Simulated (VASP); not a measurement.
# NiO2 (P-3m1) in VASP: notebook

Runs on NiO2. Level: PBEsol. Tasks: single point.

All numbers are computed with VASP 6.6.1; they aren't measurements. Logs are shortened: lines on timing, memory, paths and dates and some standing lists are left out, and cuts for length are marked.

## Step 1: The cell of the first run

Symmetry: P-3m1, No. 164, trigonal system. The conventional cell has a = 2.784 Å, b = 2.784 Å, c = 4.973 Å, α = 90.00°, β = 90.00°, γ = 120.00°. Within 2.4 Å of Ni (site symmetry -3m) lie 6 O at 1.80 Å. O (site symmetry 3m) has 3 Ni at 1.80 Å and 3 O at 2.28 Å within 2.4 Å.

## Step 2: Single point, PBEsol (c/a of the conventional cell at fixed volume 1.7861)

Contents of INCAR:

```
SYSTEM = NiO2
PREC = Accurate
ENCUT = 520
EDIFF = 1E-6
ISMEAR = 0
SIGMA = 0.05
LREAL = .False.
LASPH = .True.
NELM = 80
ALGO = Normal
ISIF = 2
LWAVE = .False.
LCHARG = .False.
GGA = PS
NBANDS = 18
```

Contents of KPOINTS:

```
Automatic mesh
0
Gamma
  12 12 6
  0 0 0
```

Contents of POSCAR:

```
NiO2
1.0
    2.7839850047      0.0000000000      0.0000000000
   -1.3919925024      2.4110017378      0.0000000000
    0.0000000000      0.0000000000      4.9726140668
Ni O
1 2
Direct
    0.0000000000      0.0000000000      0.5000000000
    0.6666666667      0.3333333333      0.6625222406
    0.3333333333      0.6666666667      0.3374777594
```

Potentials or basis: VASP PAW PBE potentials, release 64 (Ni, O).

On the command line:

```bash
> cat potpaw_PBE.64/Ni/POTCAR potpaw_PBE.64/O/POTCAR > POTCAR
> mpirun -np 1 vasp_std > vasp.out
```

OUTCAR:

```text
SYSTEM = NiO2
   PREC = Accurate
   ENCUT = 520
   EDIFF = 1E-6
   ISMEAR = 0
   LREAL = .False.
   LASPH = .True.
   NELM = 80
   ISIF = 2
   GGA = PS

 ion  position               nearest neighbor table
   1  0.000  0.000  0.500-   2 1.80   3 1.80   2 1.80   3 1.80   2 1.80   3 1.80
   2  0.667  0.333  0.663-   1 1.80   1 1.80   1 1.80
   3  0.333  0.667  0.337-   1 1.80   1 1.80   1 1.80

  LATTYP: Found a hexagonal cell.
 ALAT       =     2.7839850047
 C/A-ratio  =     1.7861497308

  Lattice vectors:

 A1 = (   2.7839850047,   0.0000000000,   0.0000000000)
 A2 = (  -1.3919925024,   2.4110017378,   0.0000000000)
 A3 = (   0.0000000000,   0.0000000000,   4.9726140668)

Analysis of symmetry for initial positions (statically):
=====================================================================
 Subroutine PRICEL returns:
 Original cell was already a primitive cell.

 Routine SETGRP: Setting up the symmetry group for a
 hexagonal supercell.

 Subroutine GETGRP returns: Found 12 space group operations
 (whereof 12 operations were pure point group operations)
 out of a pool of 24 trial point group operations.

The static configuration has the point symmetry D_3d.

Analysis of symmetry for dynamics (positions and initial velocities):
=====================================================================
 Subroutine PRICEL returns:
 Original cell was already a primitive cell.

 Routine SETGRP: Setting up the symmetry group for a
 hexagonal supercell.

 Subroutine GETGRP returns: Found 12 space group operations
 (whereof 12 operations were pure point group operations)
 out of a pool of 24 trial point group operations.

The dynamic configuration has the point symmetry D_3d.

 Subroutine INISYM returns: Found 12 space group operations
 (whereof 12 operations are pure point group operations),
 and found     1 'primitive' translations

----------------------------------------------------------------------------------------

                                     Primitive cell

  volume of cell :      33.3771

  direct lattice vectors                    reciprocal lattice vectors
     2.783985005  0.000000000  0.000000000     0.359197337  0.207382679  0.000000000
    -1.391992502  2.411001738  0.000000000     0.000000000  0.414765358  0.000000000
     0.000000000  0.000000000  4.972614067     0.000000000  0.000000000  0.201101470

  length of vectors
     2.783985005  2.783985005  4.972614067     0.414765358  0.414765358  0.201101470

  position of ions in fractional coordinates (direct lattice)
     0.000000000  0.000000000  0.500000000
     0.666666667  0.333333333  0.662522241
     0.333333333  0.666666667  0.337477759

  ion indices of the primitive-cell ions
   primitive index   ion index
                 1           1
                 2           2
                 3           3

----------------------------------------------------------------------------------------

 KPOINTS: Automatic mesh

Automatic generation of k-mesh.
 Grid dimensions read from file:
 generate k-points for:   12   12    6

 Generating k-lattice:

  Cartesian coordinates                     Fractional coordinates (reciprocal lattice)
     0.029933111  0.017281890  0.000000000     0.083333333  0.000000000  0.000000000
     0.000000000  0.034563780  0.000000000     0.000000000  0.083333333  0.000000000
     0.000000000  0.000000000  0.033516912     0.000000000  0.000000000  0.166666667

  Length of vectors
     0.034563780  0.034563780  0.033516912

  Shift w.r.t. Gamma in fractional coordinates (k-lattice)
     0.000000000  0.000000000  0.000000000

 Subroutine IBZKPT returns following result:
 ===========================================

 Found    100 irreducible k-points:

 Following reciprocal coordinates:
            Coordinates               Weight
  0.000000  0.000000  0.000000      1.000000
  0.083333  0.000000  0.000000      6.000000
  0.166667  0.000000  0.000000      6.000000
  0.250000  0.000000  0.000000      6.000000
  0.333333  0.000000  0.000000      6.000000
  0.416667  0.000000  0.000000      6.000000
[... 16 lines left out ...]
  0.166667  0.000000  0.166667      6.000000
  0.000000  0.166667  0.166667      6.000000
 [... further k-points ...]
   k-points           NKPTS =    100   k-points in BZ     NKDIM =    100   number of bands    NBANDS=     18
   number of dos      NEDOS =    301   number of ions     NIONS =      3
   total plane-waves  NPLWV =  23040
   dimension x,y,z NGX =    24 NGY =   24 NGZ =   40
   dimension x,y,z NGXF=    48 NGYF=   48 NGZF=   80
   ions per type =               1   2
   NGX,Y,Z   is equivalent  to a cutoff of  14.33, 14.33, 13.37 a.u.
   NGXF,Y,Z  is equivalent  to a cutoff of  28.66, 28.66, 26.75 a.u.
 SYSTEM =  NiO2
   PREC   = accura    normal or accurate (medium, high low for compatibility)
   ISTART =      0    job   : 0-new  1-cont  2-samecut
   ICHARG =      2    charge: 1-file 2-atom 10-const
   ISPIN  =      1    spin polarized calculation?
   LNONCOLLINEAR =      F non collinear calculations
   LSORBIT =      F    spin-orbit coupling
   LASPH  =      T    aspherical Exc in radial PAW
   ENCUT  =  520.0 eV  38.22 Ry    6.18 a.u.   5.18  5.18  9.25*2*pi/ulx,y,z
   NELM   =     80;   NELMIN=  2; NELMDL= -5     # of ELM steps
   EDIFF  = 0.1E-05   stopping-criterion for ELM
   LREAL  =      F    real-space projection
   EDIFFG = 0.1E-04   stopping-criterion for IOM
   NSW    =      0    number of steps for IOM
   IBRION =     -1    ionic relax: 0-MD 1-quasi-New 2-CG
   NFREE  =      0    steps in history (QN), initial steepest desc. (CG)
   ISIF   =      2    stress and relaxation
   ISYM   =      2    0-nonsym 1-usesym 2-fastsym
   POTIM  = 0.5000    time-step for ionic-motion
   TEBEG  =    0.0;   TEEND  =   0.0 temperature during run
   PSTRESS=    0.0 pullay stress
   NELECT =      22.0000    total number of electrons
   NUPDOWN=      -1.0000    fix difference up-down
   EMIN   =  10.00;   EMAX   =-10.00  energy-range for DOS
   EFERMI =   0.00;   METHOD = LEGACY
   ISMEAR =     0;   SIGMA  =   0.05  broadening in eV -4-tet -1-fermi 0-gaus
   EFERMI_NEDOS =   21; number of points for ismear=-14 and -15
   IALGO  =     38    algorithm
   IMIX   =      4    mixing-type and parameters
     AMIX     =   0.40;   BMIX     =  1.00
     AMIX_MAG =   1.60;   BMIX_MAG =  1.00
  volume/ion in A,a.u.               =      11.13        75.08
  Fermi-wavevector in a.u.,A,eV,Ry     =   1.424730  2.692350 27.617874  2.029856
  Thomas-Fermi vector in A             =   2.545190
   LORBIT       =      0    0 simple, 1 ext, 2 COOP (PROOUT), +10 PAW based schemes
   GGA     = PS    functional components
   LHFCALC =     F    Hartree Fock is set to
   AEXX    =    0.0000 exact exchange contribution
   IVDW    =     0    specifies the selected vdW correction
   LEPSILON=     F    determine dielectric tensor
   LRPA    =     F    only Hartree local field effects (RPA)
 non-spin polarized calculation
 Gauss-broadening in eV      SIGMA  =   0.05
  energy-cutoff  :      520.00
  volume of cell :       33.38
 maximum number of plane-waves:       912
 NGX is ok and might be reduce to    24
   NGX = 11   NGY = 11   NGZ = 19

 number of electron      21.9999996 magnetization

 Free energy of the ion-electron system (eV)
  ---------------------------------------------------
  ext. energy  EPLUGINS =         0.00000000
  ---------------------------------------------------
  free energy    TOTEN  =       -18.42184411 eV

  energy without entropy =      -18.42184411  energy(sigma->0) =      -18.42184411

 E-fermi :   2.5241     XC(G=0): -10.2317

 val. band max:        2.3048795941   @ k =   0.0833   0.0000   0.5000
 cond. band min:       3.3327761642   @ k =   0.3333   0.0000   0.3333
 fundamental gap:      1.0278965701
 Fermi energy:         2.5240891884

 k-point     1 :       0.0000    0.0000    0.0000
  band No.  band energies     occupation
      1     -18.5130      2.00000
      2     -14.9542      2.00000
      3      -4.6548      2.00000
      4      -4.6548      2.00000
      5      -3.7385      2.00000
      6      -0.2572      2.00000
[... 10 lines left out ...]
     17      21.8137      0.00000
     18      21.8137      0.00000

 k-point     2 :       0.0833    0.0000    0.0000
  band No.  band energies     occupation
      1     -18.4079      2.00000
      2     -14.9895      2.00000
      3      -4.6605      2.00000
      4      -4.5802      2.00000
      5      -3.6425      2.00000
      6      -0.6241      2.00000
[... 10 lines left out ...]
     17      21.1615      0.00000
     18      22.3262      0.00000

 k-point     3 :       0.1667    0.0000    0.0000
  band No.  band energies     occupation
      1     -18.1065      2.00000
      2     -15.0926      2.00000
      3      -4.6513      2.00000
      4      -4.3677      2.00000
      5      -3.3823      2.00000
      6      -1.4616      2.00000
[... 10 lines left out ...]
     17      19.9269      0.00000
     18      21.7891      0.00000

 k-point     4 :       0.2500    0.0000    0.0000
  band No.  band energies     occupation
      1     -17.6500      2.00000
      2     -15.2535      2.00000
      3      -4.6164      2.00000
      4      -4.0542      2.00000
      5      -3.1576      2.00000
      6      -2.2117      2.00000
[... 375 lines left out ...]
      4      -4.5794      2.00000
      5      -3.5740      2.00000
      6      -0.6299      2.00000
[... 10 lines left out ...]
     17      21.1330      0.00000
     18      22.1182      0.00000

 k-point    23 :       0.1667    0.0000    0.1667
  band No.  band energies     occupation
      1     -18.1018      2.00000
      2     -15.1021      2.00000
      3      -4.6696      2.00000
      4      -4.3684      2.00000
      5      -3.3203      2.00000
      6      -1.4542      2.00000
[... 10 lines left out ...]
     17      19.9483      0.00000
     18      22.1760      0.00000

 k-point    24 :       0.0000    0.1667    0.1667
  band No.  band energies     occupation
      1     -18.1015      2.00000
      2     -15.1027      2.00000
      3      -4.6644      2.00000
      4      -4.3663      2.00000
      5      -3.3225      2.00000
      6      -1.4620      2.00000
[... 10 lines left out ...]
     17      19.8530      0.00000
     18      21.9141      0.00000

 [... further k-points ...]

------------------------ aborting loop because EDIFF is reached ----------------------------------------

  FORCE on cell =-STRESS in cart. coord.  units (eV):
  Direction    XX          YY          ZZ          XY          YZ          ZX
  --------------------------------------------------------------------------------------
  -------------------------------------------------------------------------------------
  Total        4.1724578      4.1724578      4.3108443     -0.0000000      0.0000000     -0.0000000
  in kB      200.2872807    200.2872807    206.9301388     -0.0000000      0.0000000     -0.0000000
  external PRESSURE =     202.5015668 kB  Pullay stress =       0.0000000 kB

 VOLUME and BASIS-vectors are now :
 -----------------------------------------------------------------------------
  energy-cutoff  :      520.00
  volume of cell :       33.38
      direct lattice vectors                 reciprocal lattice vectors
     2.783985005  0.000000000  0.000000000     0.359197337  0.207382679  0.000000000
    -1.391992502  2.411001738  0.000000000     0.000000000  0.414765358  0.000000000
     0.000000000  0.000000000  4.972614067     0.000000000  0.000000000  0.201101470

 POSITION                                       TOTAL-FORCE (eV/Angst)
 -----------------------------------------------------------------------------------
      0.00000      0.00000      2.48631        -0.000000      0.000000      0.000000
      1.39199      0.80367      3.29447         0.000000     -0.000000      2.724537
     -0.00000      1.60733      1.67815         0.000000      0.000000     -2.724537
 -----------------------------------------------------------------------------------
    total drift:                                0.000000     -0.000000     -0.000000

  FREE ENERGIE OF THE ION-ELECTRON SYSTEM (eV)
  ---------------------------------------------------
  free  energy   TOTEN  =       -18.4218441133 eV

  energy  without entropy=      -18.4218441133  energy(sigma->0) =      -18.42184411
```

Run time: 34 s. Hardware: 1 thread of Intel Xeon Platinum 8488C (Sapphire Rapids), shared host; peak memory 0.2 GiB.

What came out:

```
Free energy            : -18.4218 eV
Pressure               : 20.3 GPa
Largest force          : 2.725 eV/Å
Band gap on the k mesh : 1.03 eV, indirect (least direct gap 1.50 eV)
```

Forces in eV/Å, atoms in the order of the input:
```
Ni   0.000  0.000  0.000
O    0.000  0.000  2.725
O    0.000  0.000 -2.725
```

Caveat: the PAW data sets were made with another functional, which shifts forces and pressure a little.

## Step 3: Single point, PBEsol (c/a of the conventional cell at fixed volume 1.8576)

Contents of INCAR:

```
ALGO = Normal
EDIFF = 1E-7
ENCUT = 520
GGA = PS
ISIF = 2
ISMEAR = 0
LASPH = True
LCHARG = False
LREAL = False
LWAVE = False
NBANDS = 18
NELM = 80
PREC = Accurate
SIGMA = 0.05
```

Contents of KPOINTS:

```
k-points
0
Gamma
  12 12 6
```

Contents of POSCAR:

```
NiO2
1.0
    2.7478231521      0.0000000000      0.0000000000
   -1.3739115761      2.3796846548      0.0000000000
    0.0000000000      0.0000000000      5.1043562873
Ni O
1 2
Direct
    0.0000000000      0.0000000000      0.5000000000
    0.6666666667      0.3333333333      0.6625222406
    0.3333333333      0.6666666667      0.3374777594
```

Potentials or basis: VASP PAW PBE potentials, release 64 (Ni, O).

On the command line:

```bash
> cat potpaw_PBE.64/Ni/POTCAR potpaw_PBE.64/O/POTCAR > POTCAR
> mpirun -np 1 vasp_std > vasp.out
```

Wall time 40 s (1 thread of Intel Xeon Platinum 8488C (Sapphire Rapids), shared host); peak memory 0.18 GiB.

Results (log left out):

* Free energy: -18.4145 eV
* Pressure: 23.9 GPa
* Largest force: 2.743 eV/Å
* Band gap on the k mesh: 1.15 eV, indirect (least direct gap 1.61 eV)

Forces on the atoms (eV/Å):
```
Ni   0.000  0.000  0.000
O    0.000  0.000  2.743
O    0.000  0.000 -2.743
```

Stress tensor (GPa, compression positive):
```
25.09  0.00  0.00
 0.00 25.09  0.00
 0.00  0.00 21.59
```

Levels at points of the mesh, in eV from the valence-band top:
```
           k point  band 8  band 9  band 10  band 11  band 12  band 13  band 14  band 15
(0.00, 0.00, 0.00)   -1.53   -1.48    -1.48    -0.17     2.59     2.59     7.42    11.30
(0.50, 0.00, 0.00)   -2.26   -2.05    -2.04    -1.17     1.65     2.50    12.68    12.84
(0.00, 0.00, 0.50)   -2.06   -1.48    -1.48    -0.01     2.60     2.60     8.75    10.41
(0.50, 0.00, 0.50)   -2.26   -2.05    -1.86    -1.21     1.64     2.49    11.79    12.95
```

Caveat: the PAW data sets were made with another functional, which shifts forces and pressure a little. A k mesh can miss the band edges.

## Step 4: Single point, PBEsol (c/a of the conventional cell at fixed volume 1.7504)

Contents of INCAR:

```
PREC = Accurate
ENCUT = 520
EDIFF = 1E-7
ISMEAR = 0
SIGMA = 0.05
LREAL = F
LASPH = T
NELM = 80
ALGO = Normal
ISIF = 2
LWAVE = F
LCHARG = F
GGA = PS
NBANDS = 18
```

Contents of KPOINTS:

```
Automatic mesh
0
Gamma
  12 12 6
```

Contents of POSCAR:

```
NiO2
1.0
    2.8028105550      0.0000000000      0.0000000000
   -1.4014052775      2.4273051426      0.0000000000
    0.0000000000      0.0000000000      4.9060395955
Ni O
1 2
Direct
    0.0000000000      0.0000000000      0.5000000000
    0.6666666667      0.3333333333      0.6876599244
    0.3333333333      0.6666666667      0.3123400756
```

Potentials or basis: VASP PAW PBE potentials, release 64 (Ni, O).

On the command line:

```bash
> cat potpaw_PBE.64/Ni/POTCAR potpaw_PBE.64/O/POTCAR > POTCAR
> mpirun -np 1 vasp_std > vasp.out
```

OUTCAR:

```text
PREC = Accurate
   ENCUT = 520
   EDIFF = 1E-7
   ISMEAR = 0
   LREAL = F
   LASPH = T
   NELM = 80
   ISIF = 2
   GGA = PS

 ion  position               nearest neighbor table
   1  0.000  0.000  0.500-   2 1.86   3 1.86   3 1.86   2 1.86   2 1.86   3 1.86
   2  0.667  0.333  0.688-   1 1.86   1 1.86   1 1.86
   3  0.333  0.667  0.312-   1 1.86   1 1.86   1 1.86

  LATTYP: Found a hexagonal cell.
 ALAT       =     2.8028105550
[... 699 lines left out ...]

  FORCE on cell =-STRESS in cart. coord.  units (eV):
  Direction    XX          YY          ZZ          XY          YZ          ZX
  --------------------------------------------------------------------------------------
  -------------------------------------------------------------------------------------
  Total       -0.2536873     -0.2536873      0.1973128      0.0000000     -0.0000000     -0.0000000
  in kB      -12.1775580    -12.1775580      9.4714562      0.0000000     -0.0000000     -0.0000000
  external PRESSURE =      -4.9612199 kB  Pullay stress =       0.0000000 kB

 VOLUME and BASIS-vectors are now :
 -----------------------------------------------------------------------------
  energy-cutoff  :      520.00
  volume of cell :       33.38
      direct lattice vectors                 reciprocal lattice vectors
     2.802810555  0.000000000  0.000000000     0.356784727  0.205989758  0.000000000
    -1.401405278  2.427305143  0.000000000     0.000000000  0.411979517  0.000000000
     0.000000000  0.000000000  4.906039596     0.000000000  0.000000000  0.203830397

 POSITION                                       TOTAL-FORCE (eV/Angst)
 -----------------------------------------------------------------------------------
      0.00000      0.00000      2.45302        -0.000000      0.000000      0.000000
      1.40141      0.80910      3.37369        -0.000000      0.000000      0.134330
     -0.00000      1.61820      1.53235         0.000000     -0.000000     -0.134330
 -----------------------------------------------------------------------------------
    total drift:                                0.000000      0.000000      0.000000

  FREE ENERGIE OF THE ION-ELECTRON SYSTEM (eV)
  ---------------------------------------------------
  free  energy   TOTEN  =       -18.7579100695 eV

  energy  without entropy=      -18.7579100695  energy(sigma->0) =      -18.75791007
```

OSZICAR:

```text
N       E                     dE             d eps       ncg     rms          rms(c)
DAV:   1     0.161311508686E+03    0.16131E+03   -0.11667E+04  3640   0.145E+03
DAV:   2    -0.119820979217E+02   -0.17329E+03   -0.16119E+03  3892   0.317E+02
DAV:   3    -0.262952831925E+02   -0.14313E+02   -0.14122E+02  4236   0.105E+02
DAV:   4    -0.264808431587E+02   -0.18556E+00   -0.18539E+00  4394   0.121E+01
DAV:   5    -0.264833743042E+02   -0.25311E-02   -0.25310E-02  4100   0.142E+00    0.279E+01
DAV:   6    -0.326384197086E+02   -0.61550E+01   -0.52332E+01  4446   0.172E+02    0.471E+01
DAV:   7    -0.188768114351E+02    0.13762E+02   -0.19963E+01  4322   0.109E+02    0.577E+00
DAV:   8    -0.187843218571E+02    0.92490E-01   -0.25094E+00  5298   0.259E+01    0.328E+00
DAV:   9    -0.187819554223E+02    0.23664E-02   -0.30253E-01  5038   0.148E+01    0.133E+00
DAV:  10    -0.187587595843E+02    0.23196E-01   -0.51391E-02  4016   0.647E+00    0.307E-01
DAV:  11    -0.187580345360E+02    0.72505E-03   -0.81342E-03  4722   0.120E+00    0.147E-01
DAV:  12    -0.187579276634E+02    0.10687E-03   -0.48086E-04  3978   0.436E-01    0.672E-02
DAV:  13    -0.187579157079E+02    0.11956E-04   -0.14910E-04  3848   0.389E-01    0.329E-02
DAV:  14    -0.187579099930E+02    0.57149E-05   -0.30065E-05  4714   0.122E-01    0.583E-03
DAV:  15    -0.187579102588E+02   -0.26577E-06   -0.38639E-06  4406   0.221E-02    0.291E-03
DAV:  16    -0.187579100711E+02    0.18770E-06   -0.50726E-07  3856   0.697E-03    0.923E-04
DAV:  17    -0.187579100695E+02    0.15812E-08   -0.66263E-08  2536   0.392E-03
   1 F= -.18757910E+02 E0= -.18757910E+02  d E =-.717982E-13
```

Run time: 2.6 min. Hardware: 1 thread of AMD EPYC 7R13, shared host; peak memory 0.16 GiB.

What came out:

- Free energy: -18.7579 eV
- Pressure: -0.5 GPa
- Largest force: 0.134 eV/Å
- Band gap on the k mesh: 1.01 eV, indirect (least direct gap 1.26 eV)

Forces in eV/Å, atoms in the order of the input:
```
Ni   0.000  0.000  0.000
O    0.000  0.000  0.134
O    0.000  0.000 -0.134
```

Caveat: the PAW data sets were made with another functional, which shifts forces and pressure a little. Spin polarisation is off, so any magnetic state and its effect on volume and gap are missing.

(Continued in part 2 of 2.)
